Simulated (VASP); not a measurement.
# GaSb (Immm) in VASP: a series of runs

Runs on GaSb. Level: LDA. Tasks: single point.

Program: VASP 6.6.1. These are calculated values, not measurements. Logs are shortened: lines on timing, memory, paths and dates and some standing lists are left out, and cuts for length are marked.

**1. The cell of the first run**

The structure is orthorhombic, space group Immm (No. 71). Conventional cell: a = 2.988 Å, b = 5.147 Å, c = 5.760 Å, α = 90.00°, β = 90.00°, γ = 90.00°. Ga (site symmetry mmm) has 6 Sb at 2.88 to 2.98 Å and 2 Ga at 2.99 Å within 3.8 Å. Within 3.8 Å of Sb (site symmetry mmm) lie 6 Ga at 2.88 to 2.98 Å and 2 Sb at 2.99 Å.

**2. Single point, LDA (22.14 Å³/atom)**

File INCAR:

```
SYSTEM = GaSb
ALGO = Normal ; EDIFF = 1E-7
ENCUT = 520 ; GGA = CA
ISIF = 2 ; ISMEAR = 0
LASPH = .True. ; LCHARG = .False.
LREAL = .False. ; LWAVE = .False.
NBANDS = 16 ; NELM = 80
PREC = Accurate ; SIGMA = 0.15
```

File KPOINTS:

```
k-points
0
Gamma
  18 18 18
  0 0 0
```

File POSCAR:

```
GaSb
1.0
   -1.4939442345      2.5733623399      2.8800335176
    1.4939442345     -2.5733623399      2.8800335176
    1.4939442345      2.5733623399     -2.8800335176
Ga Sb
1 1
Direct
    0.0000000000      0.0000000000      0.0000000000
    0.5000000000      0.5000000000      0.0000000000
```

Potentials or basis: VASP PAW LDA potentials, release 64 (Ga_d, Sb).

On the command line:

```console
$ cat potpaw_LDA.64/Ga_d/POTCAR potpaw_LDA.64/Sb/POTCAR > POTCAR
$ mpirun -np 1 vasp_std > vasp.out
```

OUTCAR:

```text
SYSTEM = GaSb
   EDIFF = 1E-7
   ENCUT = 520
   GGA = CA
   ISIF = 2
   ISMEAR = 0
   LASPH = .True.
   LREAL = .False.
   NELM = 80
   PREC = Accurate

 ion  position               nearest neighbor table
   1  0.000  0.000  0.000-   2 2.88   2 2.88   2 2.98   2 2.98   2 2.98   2 2.98
   2  0.500  0.500  0.000-   1 2.88   1 2.88   1 2.98   1 2.98   1 2.98   1 2.98

  LATTYP: Found a body centered orthorhombic cell.
 ALAT       =     2.9878884690
 B/A-ratio  =     1.7225290479
 C/A-ratio  =     1.9278052360

  Lattice vectors:

 A1 = (  -1.4939442345,   2.5733623399,   2.8800335176)
 A2 = (   1.4939442345,  -2.5733623399,   2.8800335176)
 A3 = (   1.4939442345,   2.5733623399,  -2.8800335176)

Analysis of symmetry for initial positions (statically):
=====================================================================
 Subroutine PRICEL returns:
 Original cell was already a primitive cell.

 Routine SETGRP: Setting up the symmetry group for a
 body centered orthorhombic supercell.

 Subroutine GETGRP returns: Found  8 space group operations
 (whereof  8 operations were pure point group operations)
 out of a pool of  8 trial point group operations.

The static configuration has the point symmetry D_2h.

Analysis of symmetry for dynamics (positions and initial velocities):
=====================================================================
 Subroutine PRICEL returns:
 Original cell was already a primitive cell.

 Routine SETGRP: Setting up the symmetry group for a
 body centered orthorhombic supercell.

 Subroutine GETGRP returns: Found  8 space group operations
 (whereof  8 operations were pure point group operations)
 out of a pool of  8 trial point group operations.

The dynamic configuration has the point symmetry D_2h.

 Subroutine INISYM returns: Found  8 space group operations
 (whereof  8 operations are pure point group operations),
 and found     1 'primitive' translations

----------------------------------------------------------------------------------------

                                     Primitive cell

  volume of cell :      44.2887

  direct lattice vectors                    reciprocal lattice vectors
    -1.493944235  2.573362340  2.880033518     0.000000000  0.194298328  0.173609091
     1.493944235 -2.573362340  2.880033518     0.334684514  0.000000000  0.173609091
     1.493944235  2.573362340 -2.880033518     0.334684514  0.194298328  0.000000000

  length of vectors
     4.141093596  4.141093596  4.141093596     0.260560850  0.377032943  0.386995561

  position of ions in fractional coordinates (direct lattice)
     0.000000000  0.000000000  0.000000000
     0.500000000  0.500000000  0.000000000

  ion indices of the primitive-cell ions
   primitive index   ion index
                 1           1
                 2           2

----------------------------------------------------------------------------------------

 KPOINTS: k-points

Automatic generation of k-mesh.
 Grid dimensions read from file:
 generate k-points for:   18   18   18

 Generating k-lattice:

  Cartesian coordinates                     Fractional coordinates (reciprocal lattice)
     0.000000000  0.010794352  0.009644949     0.055555556  0.000000000  0.000000000
     0.018593584  0.000000000  0.009644949     0.000000000  0.055555556 -0.000000000
     0.018593584  0.010794352  0.000000000     0.000000000 -0.000000000  0.055555556

  Length of vectors
     0.014475603  0.020946275  0.021499753

  Shift w.r.t. Gamma in fractional coordinates (k-lattice)
     0.000000000  0.000000000  0.000000000

 Subroutine IBZKPT returns following result:
 ===========================================

 Found    865 irreducible k-points:

 Following reciprocal coordinates:
            Coordinates               Weight
  0.000000  0.000000  0.000000      1.000000
  0.055556 -0.000000  0.000000      4.000000
  0.111111 -0.000000  0.000000      4.000000
  0.166667  0.000000  0.000000      4.000000
  0.222222 -0.000000  0.000000      4.000000
  0.277778 -0.000000  0.000000      4.000000
[... 16 lines left out ...]
 -0.333333  0.055556 -0.000000      8.000000
 -0.277778  0.055556 -0.000000      8.000000
 [... further k-points ...]
   k-points           NKPTS =    865   k-points in BZ     NKDIM =    865   number of bands    NBANDS=     16
   number of dos      NEDOS =    301   number of ions     NIONS =      2
   total plane-waves  NPLWV =  32768
   dimension x,y,z NGX =    32 NGY =   32 NGZ =   32
   dimension x,y,z NGXF=    64 NGYF=   64 NGZF=   64
   ions per type =               1   1
   NGX,Y,Z   is equivalent  to a cutoff of  12.85, 12.85, 12.85 a.u.
   NGXF,Y,Z  is equivalent  to a cutoff of  25.69, 25.69, 25.69 a.u.
 SYSTEM =  GaSb
   PREC   = accura    normal or accurate (medium, high low for compatibility)
   ISTART =      0    job   : 0-new  1-cont  2-samecut
   ICHARG =      2    charge: 1-file 2-atom 10-const
   ISPIN  =      1    spin polarized calculation?
   LNONCOLLINEAR =      F non collinear calculations
   LSORBIT =      F    spin-orbit coupling
   LASPH  =      T    aspherical Exc in radial PAW
   ENCUT  =  520.0 eV  38.22 Ry    6.18 a.u.   7.70  7.70  7.70*2*pi/ulx,y,z
   NELM   =     80;   NELMIN=  2; NELMDL= -5     # of ELM steps
   EDIFF  = 0.1E-06   stopping-criterion for ELM
   LREAL  =      F    real-space projection
   EDIFFG = 0.1E-05   stopping-criterion for IOM
   NSW    =      0    number of steps for IOM
   IBRION =     -1    ionic relax: 0-MD 1-quasi-New 2-CG
   NFREE  =      0    steps in history (QN), initial steepest desc. (CG)
   ISIF   =      2    stress and relaxation
   ISYM   =      2    0-nonsym 1-usesym 2-fastsym
   POTIM  = 0.5000    time-step for ionic-motion
   TEBEG  =    0.0;   TEEND  =   0.0 temperature during run
   PSTRESS=    0.0 pullay stress
   NELECT =      18.0000    total number of electrons
   NUPDOWN=      -1.0000    fix difference up-down
   EMIN   =  10.00;   EMAX   =-10.00  energy-range for DOS
   EFERMI =   0.00;   METHOD = LEGACY
   ISMEAR =     0;   SIGMA  =   0.15  broadening in eV -4-tet -1-fermi 0-gaus
   EFERMI_NEDOS =   21; number of points for ismear=-14 and -15
   IALGO  =     38    algorithm
   IMIX   =      4    mixing-type and parameters
     AMIX     =   0.40;   BMIX     =  1.00
     AMIX_MAG =   1.60;   BMIX_MAG =  1.00
  volume/ion in A,a.u.               =      22.14       149.44
  Fermi-wavevector in a.u.,A,eV,Ry     =   1.212648  2.291572 20.007570  1.470515
  Thomas-Fermi vector in A             =   2.348125
   LORBIT       =      0    0 simple, 1 ext, 2 COOP (PROOUT), +10 PAW based schemes
   GGA     = CA    functional components
   LHFCALC =     F    Hartree Fock is set to
   AEXX    =    0.0000 exact exchange contribution
   IVDW    =     0    specifies the selected vdW correction
   LEPSILON=     F    determine dielectric tensor
   LRPA    =     F    only Hartree local field effects (RPA)
 non-spin polarized calculation
 Gauss-broadening in eV      SIGMA  =   0.15
  energy-cutoff  :      520.00
  volume of cell :       44.29
 maximum number of plane-waves:      1210
   NGX = 15   NGY = 15   NGZ = 15

 number of electron      18.0000007 magnetization

 Free energy of the ion-electron system (eV)
  ---------------------------------------------------
  ext. energy  EPLUGINS =         0.00000000
  ---------------------------------------------------
  free energy    TOTEN  =        -8.34141545 eV

  energy without entropy =       -8.33304921  energy(sigma->0) =       -8.33723233

 E-fermi :   7.3954     XC(G=0): -10.8544

 val. band max:        7.3948962040   @ k =  -0.2222   0.1111  -0.0000
 cond. band min:       7.3995822457   @ k =   0.2778   0.2222   0.0000
 fundamental gap:      0.0046860416
 Fermi energy:         7.3953650301

 k-point     1 :       0.0000    0.0000    0.0000
  band No.  band energies     occupation
      1      -7.7366      2.00000
      2      -7.6207      2.00000
      3      -7.6192      2.00000
      4      -7.5842      2.00000
      5      -7.5431      2.00000
      6      -5.2675      2.00000
[... 8 lines left out ...]
     15      16.3156      0.00000
     16      18.0613      0.00000

 k-point     2 :       0.0556   -0.0000    0.0000
  band No.  band energies     occupation
      1      -7.7363      2.00000
      2      -7.6214      2.00000
      3      -7.6188      2.00000
      4      -7.5843      2.00000
      5      -7.5430      2.00000
      6      -5.2395      2.00000
[... 8 lines left out ...]
     15      16.5132      0.00000
     16      17.9800      0.00000

 k-point     3 :       0.1111   -0.0000    0.0000
  band No.  band energies     occupation
      1      -7.7356      2.00000
      2      -7.6235      2.00000
      3      -7.6175      2.00000
      4      -7.5843      2.00000
      5      -7.5428      2.00000
      6      -5.1558      2.00000
[... 8 lines left out ...]
     15      17.1144      0.00000
     16      17.8635      0.00000

 k-point     4 :       0.1667    0.0000    0.0000
  band No.  band energies     occupation
      1      -7.7347      2.00000
      2      -7.6268      2.00000
      3      -7.6155      2.00000
      4      -7.5844      2.00000
      5      -7.5424      2.00000
      6      -5.0179      2.00000
[... 8 lines left out ...]
     15      17.3534      0.00000
     16      18.2299      0.00000

 k-point     5 :       0.2222   -0.0000    0.0000
  band No.  band energies     occupation
      1      -7.7336      2.00000
      2      -7.6307      2.00000
      3      -7.6132      2.00000
      4      -7.5845      2.00000
      5      -7.5420      2.00000
      6      -4.8289      2.00000
[... 8 lines left out ...]
     15      17.2171      0.00000
     16      18.4245      0.00000

 k-point     6 :       0.2778   -0.0000    0.0000
  band No.  band energies     occupation
      1      -7.7325      2.00000
      2      -7.6350      2.00000
      3      -7.6107      2.00000
      4      -7.5846      2.00000
      5      -7.5415      2.00000
      6      -4.5951      2.00000
[... 8 lines left out ...]
     15      17.0679      0.00000
     16      18.1800      0.00000

 k-point     7 :       0.3333   -0.0000    0.0000
  band No.  band energies     occupation
      1      -7.7317      2.00000
      2      -7.6389      2.00000
      3      -7.6084      2.00000
      4      -7.5847      2.00000
      5      -7.5410      2.00000
      6      -4.3289      2.00000
[... 8 lines left out ...]
     15      16.9660      0.00000
     16      17.9744      0.00000

 k-point     8 :       0.3889   -0.0000    0.0000
  band No.  band energies     occupation
      1      -7.7310      2.00000
      2      -7.6421      2.00000
      3      -7.6065      2.00000
      4      -7.5849      2.00000
      5      -7.5406      2.00000
      6      -4.0564      2.00000
[... 8 lines left out ...]
     15      17.0605      0.00000
     16      17.8372      0.00000

 k-point     9 :       0.4444   -0.0000    0.0000
  band No.  band energies     occupation
      1      -7.7307      2.00000
      2      -7.6442      2.00000
      3      -7.6053      2.00000
      4      -7.5850      2.00000
      5      -7.5403      2.00000
      6      -3.8308      2.00000
[... 8 lines left out ...]
     15      17.6538      0.00000
     16      18.1572      0.00000
[... 172 lines left out ...]
 k-point    19 :       0.4444    0.0556    0.0000
  band No.  band energies     occupation
      1      -7.7241      2.00000
      2      -7.6448      2.00000
      3      -7.6044      2.00000
      4      -7.5888      2.00000
      5      -7.5432      2.00000
      6      -3.7074      2.00000
[... 8 lines left out ...]
     15      18.5493      0.00000
     16      18.7856      0.00000

 k-point    20 :       0.5000    0.0556    0.0000
  band No.  band energies     occupation
      1      -7.7241      2.00000
      2      -7.6445      2.00000
      3      -7.6044      2.00000
      4      -7.5889      2.00000
      5      -7.5432      2.00000
      6      -3.6954      2.00000
[... 8 lines left out ...]
     15      18.4662      0.00000
     16      18.9883      0.00000

 k-point    21 :      -0.4444    0.0556   -0.0000
  band No.  band energies     occupation
      1      -7.7243      2.00000
      2      -7.6428      2.00000
      3      -7.6052      2.00000
      4      -7.5889      2.00000
      5      -7.5433      2.00000
      6      -3.8576      2.00000
[... 8 lines left out ...]
     15      17.7155      0.00000
     16      18.6602      0.00000

 k-point    22 :      -0.3889    0.0556   -0.0000
  band No.  band energies     occupation
      1      -7.7249      2.00000
      2      -7.6399      2.00000
      3      -7.6068      2.00000
      4      -7.5888      2.00000
      5      -7.5436      2.00000
      6      -4.1129      2.00000
[... 8 lines left out ...]
     15      17.5677      0.00000
     16      18.6891      0.00000

 k-point    23 :      -0.3333    0.0556   -0.0000
  band No.  band energies     occupation
      1      -7.7256      2.00000
      2      -7.6361      2.00000
      3      -7.6090      2.00000
      4      -7.5886      2.00000
      5      -7.5440      2.00000
      6      -4.3875      2.00000
[... 8 lines left out ...]
     15      17.6365      0.00000
     16      18.7460      0.00000

 k-point    24 :      -0.2778    0.0556   -0.0000
  band No.  band energies     occupation
      1      -7.7266      2.00000
      2      -7.6319      2.00000
      3      -7.6114      2.00000
      4      -7.5884      2.00000
      5      -7.5445      2.00000
      6      -4.6420      2.00000
[... 8 lines left out ...]
     15      17.7329      0.00000
     16      18.7453      0.00000

 [... further k-points ...]

------------------------ aborting loop because EDIFF is reached ----------------------------------------

  FORCE on cell =-STRESS in cart. coord.  units (eV):
  Direction    XX          YY          ZZ          XY          YZ          ZX
  --------------------------------------------------------------------------------------
  -------------------------------------------------------------------------------------
  Total        1.1000833      0.3146211     -0.9265052      0.0000000      0.0000000      0.0000000
  in kB       39.7963533     11.3816590    -33.5170345      0.0000000      0.0000000      0.0000000
  external PRESSURE =       5.8869926 kB  Pullay stress =       0.0000000 kB

 VOLUME and BASIS-vectors are now :
 -----------------------------------------------------------------------------
  energy-cutoff  :      520.00
  volume of cell :       44.29
      direct lattice vectors                 reciprocal lattice vectors
    -1.493944235  2.573362340  2.880033518     0.000000000  0.194298328  0.173609091
     1.493944235 -2.573362340  2.880033518     0.334684514  0.000000000  0.173609091
     1.493944235  2.573362340 -2.880033518     0.334684514  0.194298328  0.000000000

 POSITION                                       TOTAL-FORCE (eV/Angst)
 -----------------------------------------------------------------------------------
      0.00000      0.00000      0.00000         0.000000      0.000000     -0.000000
      0.00000      0.00000      2.88003        -0.000000      0.000000      0.000000
 -----------------------------------------------------------------------------------
    total drift:                               -0.000000      0.000000     -0.000000

  FREE ENERGIE OF THE ION-ELECTRON SYSTEM (eV)
  ---------------------------------------------------
  free  energy   TOTEN  =        -8.3414154543 eV

  energy  without entropy=       -8.3330492070  energy(sigma->0) =       -8.33723233
```

Wall time 2.8 min (1 thread of Intel Xeon 6975P-C (Granite Rapids), shared host); peak memory 0.69 GiB.

Results:

- Free energy: -8.3414 eV
- Pressure: 0.6 GPa
- Band gap on the k mesh: zero (bands 9 and 10 overlap by 5.44 eV)

Levels at points of the mesh, in eV from the Fermi level:
```
           k point  band 5  band 6  band 7  band 8  band 9  band 10  band 11  band 12  band 13  band 14
(0.00, 0.00, 0.00)  -14.94  -12.66   -3.26   -2.71   -1.75     3.22     5.58     6.00     8.52     8.79
(0.50, 0.00, 0.00)  -14.94  -11.13   -8.63   -0.52    1.07     2.28     2.82     5.50     7.62     9.24
(0.00, 0.50, 0.00)  -14.91   -8.16   -6.43   -1.99   -0.51    -0.30     0.99     2.85     3.59     8.90
(0.50, 0.50, 0.00)  -14.91   -8.01   -5.57   -3.05   -2.58    -1.73     3.16     4.27     6.86     7.84
(0.50, 0.50, 0.50)  -14.93  -10.04   -6.19   -5.62   -5.30     3.79     7.61     9.57    11.32    11.34
```

Caveat: the stress differs along the axes, from -3 to 4 GPa; spin-orbit coupling is left out, which moves the levels of the heavy elements.

[end of part 1 of 3]
